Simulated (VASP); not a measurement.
A run of VASP 6.6.1 is set up as follows.

File INCAR:

```
PREC = Accurate
ENCUT = 520
EDIFF = 1E-6
ISMEAR = 0
SIGMA = 0.022
LREAL = False
LASPH = True
NELM = 80
ALGO = Normal
ISIF = 2
LWAVE = False
LCHARG = True
GGA = PE
LELF = True
LVHAR = True
NBANDS = 16
```

Contents of KPOINTS:

```
regular mesh
0
Gamma
  9 9 9
```

File POSCAR:

```
ZnS
1.0
    0.0000000000      2.7020000000      2.7020000000
    2.7020000000      0.0000000000      2.7020000000
    2.7020000000      2.7020000000      0.0000000000
Zn S
1 1
Direct
    0.7500000000      0.7500000000      0.7500000000
    0.0000000000      0.0000000000      0.0000000000
```

Potentials or basis: VASP PAW PBE potentials, release 64 (Zn, S).

Run with:

```sh
$ cat potpaw_PBE.64/Zn/POTCAR potpaw_PBE.64/S/POTCAR > POTCAR
$ mpirun -np 1 vasp_std > vasp.out
```

**Question.** Predict the band gap on the k mesh.

**Answer.** 2.11 eV, direct.

**Question.** What does it give for the pressure?

**Answer.** 1.8 GPa.

**Measured values to compare with.**

“Electronic, vibrational, and thermodynamic properties of ZnS (zincblende and rocksalt structure)”, 2009, arxiv:0911.5022 quotes, for a bulk crystal of ZnS at 19 K: band gap 3.85 eV (direct).

Against the measured gap of ZnS, 3.85 eV (direct; 19 K; quoted in “Electronic, vibrational, and thermodynamic properties of ZnS (zincblende and rocksalt structure)”, 2009, arxiv:0911.5022), the calculated 2.11 eV is off by -1.74 eV. The value is that of PBE, without temperature or zero-point motion. Semilocal functionals fall short of measured gaps as a rule.
